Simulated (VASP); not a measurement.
# LiOs3 (P6_3/mmc) in VASP: single point with PBE

Aim: the single point of LiOs3 with PBE.

All numbers are computed with VASP 6.6.1; they aren't measurements. Logs are shortened: lines on timing, memory, paths and dates and some standing lists are left out, and cuts for length are marked.

### Step 1. The cell of the first run

Symmetry: P6_3/mmc, No. 194, hexagonal system. Conventional cell: a = 5.396 Å, b = 5.396 Å, c = 4.280 Å, α = 90.00°, β = 90.00°, γ = 120.00°. Within 3.4 Å of Li (site symmetry -6m2) lie 12 Os at 2.61 to 2.70 Å. Os (site symmetry mm2) has 8 Os at 2.59 to 2.81 Å and 4 Li at 2.61 to 2.70 Å within 3.4 Å.

### Step 2. Single point, PBE

Input file INCAR:

```
SYSTEM = LiOs3
PREC = Accurate
ENCUT = 520
EDIFF = 1E-6
ISMEAR = 0
SIGMA = 0.1
LREAL = .FALSE.
LASPH = .TRUE.
NELM = 80
ALGO = Fast
ISIF = 2
LWAVE = .FALSE.
LCHARG = .FALSE.
GGA = PE
NBANDS = 37
```

Input file KPOINTS:

```
regular mesh
0
G
  12 12 10
  0 0 0
```

Input file POSCAR:

```
LiOs3
1.0
    5.3957247409      0.0000000000      0.0000000000
   -2.6978623704      4.6728346975      0.0000000000
    0.0000000000      0.0000000000      4.2797901062
Li Os
2 6
Direct
    0.3333333333      0.6666666667      0.2500000000
    0.6666666667      0.3333333333      0.7500000000
    0.8263790342      0.6527580683      0.2500000000
    0.1736209658      0.8263790342      0.7500000000
    0.3472419317      0.1736209658      0.2500000000
    0.1736209658      0.3472419317      0.7500000000
    0.8263790342      0.1736209658      0.2500000000
    0.6527580683      0.8263790342      0.7500000000
```

Potentials or basis: VASP PAW PBE potentials, release 64 (Li_sv, Os).

Launch:

```bash
cat potpaw_PBE.64/Li_sv/POTCAR potpaw_PBE.64/Os/POTCAR > POTCAR
mpirun -np 1 vasp_std > vasp.out
```

OUTCAR:

```text
SYSTEM = LiOs3
   PREC = Accurate
   ENCUT = 520
   EDIFF = 1E-6
   ISMEAR = 0
   LREAL = .FALSE.
   LASPH = .TRUE.
   NELM = 80
   ISIF = 2
   GGA = PE

 ion  position               nearest neighbor table
   1  0.333  0.667  0.250-   4 2.61   4 2.61   8 2.61   8 2.61   6 2.61   6 2.61   3 2.70   5 2.70
                             7 2.70   7 2.70   3 2.70   5 2.70
   2  0.667  0.333  0.750-   7 2.61   7 2.61   5 2.61   5 2.61   3 2.61   3 2.61   6 2.70   8 2.70
                             4 2.70   4 2.70   6 2.70   8 2.70
   3  0.826  0.653  0.250-   7 2.59   5 2.59   2 2.61   2 2.61   4 2.69   4 2.69   8 2.69   8 2.69
                             1 2.70   1 2.70   7 2.81   5 2.81
   4  0.174  0.826  0.750-   8 2.59   6 2.59   1 2.61   1 2.61   3 2.69   3 2.69   5 2.69   5 2.69
                             2 2.70   2 2.70   8 2.81   6 2.81
   5  0.347  0.174  0.250-   7 2.59   3 2.59   2 2.61   2 2.61   4 2.69   4 2.69   6 2.69   6 2.69
                             1 2.70   1 2.70   7 2.81   3 2.81
   6  0.174  0.347  0.750-   4 2.59   8 2.59   1 2.61   1 2.61   7 2.69   7 2.69   5 2.69   5 2.69
                             2 2.70   2 2.70   4 2.81   8 2.81
   7  0.826  0.174  0.250-   5 2.59   3 2.59   2 2.61   2 2.61   6 2.69   6 2.69   8 2.69   8 2.69
                             1 2.70   1 2.70   5 2.81   3 2.81
   8  0.653  0.826  0.750-   4 2.59   6 2.59   1 2.61   1 2.61   7 2.69   7 2.69   3 2.69   3 2.69
                             2 2.70   2 2.70   4 2.81   6 2.81

  LATTYP: Found a hexagonal cell.
 ALAT       =     5.3957247409
 C/A-ratio  =     0.7931816969

  Lattice vectors:

 A1 = (   5.3957247409,   0.0000000000,   0.0000000000)
 A2 = (  -2.6978623704,   4.6728346975,   0.0000000000)
 A3 = (   0.0000000000,   0.0000000000,   4.2797901062)

Analysis of symmetry for initial positions (statically):
=====================================================================
 Subroutine PRICEL returns:
 Original cell was already a primitive cell.

 Routine SETGRP: Setting up the symmetry group for a
 hexagonal supercell.

 Subroutine GETGRP returns: Found 24 space group operations
 (whereof 12 operations were pure point group operations)
 out of a pool of 24 trial point group operations.

The static configuration has the point symmetry D_3d.
 The point group associated with its full space group is D_6h.

Analysis of symmetry for dynamics (positions and initial velocities):
=====================================================================
 Subroutine PRICEL returns:
 Original cell was already a primitive cell.

[... 127 lines left out ...]
   ISYM   =      2    0-nonsym 1-usesym 2-fastsym
   POTIM  = 0.5000    time-step for ionic-motion
   TEBEG  =    0.0;   TEEND  =   0.0 temperature during run
   PSTRESS=    0.0 pullay stress
   NELECT =      54.0000    total number of electrons
   NUPDOWN=      -1.0000    fix difference up-down
   EMIN   =  10.00;   EMAX   =-10.00  energy-range for DOS
   EFERMI =   0.00;   METHOD = LEGACY
   ISMEAR =     0;   SIGMA  =   0.10  broadening in eV -4-tet -1-fermi 0-gaus
   EFERMI_NEDOS =   21; number of points for ismear=-14 and -15
   IALGO  =     68    algorithm
   IMIX   =      4    mixing-type and parameters
     AMIX     =   0.40;   BMIX     =  1.00
     AMIX_MAG =   1.60;   BMIX_MAG =  1.00
  volume/ion in A,a.u.               =      13.49        91.02
  Fermi-wavevector in a.u.,A,eV,Ry     =   1.299736  2.456145 22.984513  1.689314
  Thomas-Fermi vector in A             =   2.430981
   LORBIT       =      0    0 simple, 1 ext, 2 COOP (PROOUT), +10 PAW based schemes
   GGA     = PE    functional components
   LHFCALC =     F    Hartree Fock is set to
   AEXX    =    0.0000 exact exchange contribution
   IVDW    =     0    specifies the selected vdW correction
   LEPSILON=     F    determine dielectric tensor
   LRPA    =     F    only Hartree local field effects (RPA)
 non-spin polarized calculation
 RMM-DIIS sequential band-by-band and
 Gauss-broadening in eV      SIGMA  =   0.10
  energy-cutoff  :      520.00
  volume of cell :      107.91
 maximum number of plane-waves:      2934
   NGX = 21   NGY = 21   NGZ = 15

 number of electron      53.9999985 magnetization

 Free energy of the ion-electron system (eV)
  ---------------------------------------------------
  ext. energy  EPLUGINS =         0.00000000
  ---------------------------------------------------
  free energy    TOTEN  =       -68.72112565 eV

  energy without entropy =      -68.68860700  energy(sigma->0) =      -68.70486632

 E-fermi :   7.4984     XC(G=0): -12.9245

 val. band max:        7.4925314081   @ k =   0.2500   0.1667   0.3000
 cond. band min:       7.4998709835   @ k =   0.4167   0.1667   0.3000
 fundamental gap:      0.0073395754
 Fermi energy:         7.4984030463

 k-point     1 :       0.0000    0.0000    0.0000
  band No.  band energies     occupation
      1     -37.0804      2.00000
      2     -37.0785      2.00000
      3      -1.9104      2.00000
      4       1.1484      2.00000
      5       1.2283      2.00000
      6       1.4101      2.00000
[... 949 lines left out ...]
     36      11.1315      0.00000
     37      11.8545      0.00000

 [... further k-points ...]

------------------------ aborting loop because EDIFF is reached ----------------------------------------

  FORCE on cell =-STRESS in cart. coord.  units (eV):
  Direction    XX          YY          ZZ          XY          YZ          ZX
  --------------------------------------------------------------------------------------
  -------------------------------------------------------------------------------------
  Total       -0.1193918     -0.1193918     -0.0999843     -0.0000000      0.0000000      0.0000000
  in kB       -1.7726890     -1.7726890     -1.4845324     -0.0000000      0.0000000      0.0000000
  external PRESSURE =      -1.6766368 kB  Pullay stress =       0.0000000 kB

 VOLUME and BASIS-vectors are now :
 -----------------------------------------------------------------------------
  energy-cutoff  :      520.00
  volume of cell :      107.91
      direct lattice vectors                 reciprocal lattice vectors
     5.395724741  0.000000000  0.000000000     0.185331915  0.107001431  0.000000000
    -2.697862370  4.672834697  0.000000000     0.000000000  0.214002862  0.000000000
     0.000000000  0.000000000  4.279790106     0.000000000  0.000000000  0.233656318

 POSITION                                       TOTAL-FORCE (eV/Angst)
 -----------------------------------------------------------------------------------
     -0.00000      3.11522      1.06995        -0.000000     -0.000000      0.000000
      2.69786      1.55761      3.20984         0.000000     -0.000000      0.000000
      2.69786      3.05023      1.06995        -0.000000     -0.033950     -0.000000
     -1.29265      3.86153      3.20984         0.029402     -0.016975      0.000000
      1.40522      0.81130      1.06995         0.029402      0.016975      0.000000
     -0.00000      1.62260      3.20984         0.000000      0.033950      0.000000
      3.99051      0.81130      1.06995        -0.029402      0.016975      0.000000
      1.29265      3.86153      3.20984        -0.029402     -0.016975      0.000000
 -----------------------------------------------------------------------------------
    total drift:                                0.000000     -0.000000      0.000000

  FREE ENERGIE OF THE ION-ELECTRON SYSTEM (eV)
  ---------------------------------------------------
  free  energy   TOTEN  =       -68.7211256496 eV

  energy  without entropy=      -68.6886069961  energy(sigma->0) =      -68.70486632
```

OSZICAR:

```text
N       E                     dE             d eps       ncg     rms          rms(c)
DAV:   1     0.418547166546E+03    0.41855E+03   -0.24541E+04  8436   0.148E+03
DAV:   2    -0.255602041041E+02   -0.44411E+03   -0.42354E+03  8531   0.494E+02
DAV:   3    -0.703171120989E+02   -0.44757E+02   -0.41454E+02 12675   0.109E+02
[... 15 lines left out ...]
RMM:  19    -0.687211172872E+02    0.17408E-05   -0.63900E-05 15010   0.349E-02    0.253E-02
RMM:  20    -0.687211230766E+02   -0.57894E-05   -0.34749E-05 14238   0.254E-02    0.262E-02
RMM:  21    -0.687211240670E+02   -0.99039E-06   -0.22716E-05 14053   0.208E-02    0.101E-02
RMM:  22    -0.687211253581E+02   -0.12911E-05   -0.11259E-05 11808   0.145E-02    0.410E-03
RMM:  23    -0.687211256496E+02   -0.29143E-06   -0.36777E-06  8469   0.122E-02
   1 F= -.68721126E+02 E0= -.68704866E+02  d E =-.325187E-01
```

It took 22 min on 1 thread of Intel Xeon 8259CL, shared host; peak memory 0.46 GiB.

Results:

```yaml
Free_energy: -68.7211 eV
Largest_force: 0.034 eV/Å
Band_gap_on_the_k_mesh: zero (bands 27 and 28 overlap by 1.45 eV)
```

Forces on the atoms (eV/Å):
```
Li   0.000  0.000  0.000
Li   0.000  0.000  0.000
Os   0.000 -0.034  0.000
Os   0.029 -0.017  0.000
Os   0.029  0.017  0.000
Os   0.000  0.034  0.000
Os  -0.029  0.017  0.000
Os  -0.029 -0.017  0.000
```

Levels at points of the mesh, in eV from the Fermi level:
| k point | band 24 | band 25 | band 26 | band 27 | band 28 | band 29 | band 30 | band 31 |
| --- | --- | --- | --- | --- | --- | --- | --- | --- |
| (0.00, 0.00, 0.00) | -0.12 | 0.04 | 0.04 | 0.17 | 0.63 | 0.63 | 1.04 | 1.04 |
| (0.50, 0.00, 0.00) | -1.27 | -0.88 | -0.45 | -0.29 | 0.24 | 0.33 | 0.39 | 0.69 |
| (0.00, 0.00, 0.50) | -0.65 | 0.18 | 0.18 | 0.18 | 0.18 | 0.86 | 0.86 | 0.86 |
| (0.50, 0.00, 0.50) | -1.66 | -1.23 | -1.23 | -0.63 | -0.63 | 0.26 | 0.26 | 1.02 |

Caveat: the cutoff is under 1.25 times the usual one of these potentials, so pressure, stress and relaxed cells hold a basis-set (Pulay) error; spin-orbit coupling is left out, which moves the levels of the heavy elements.
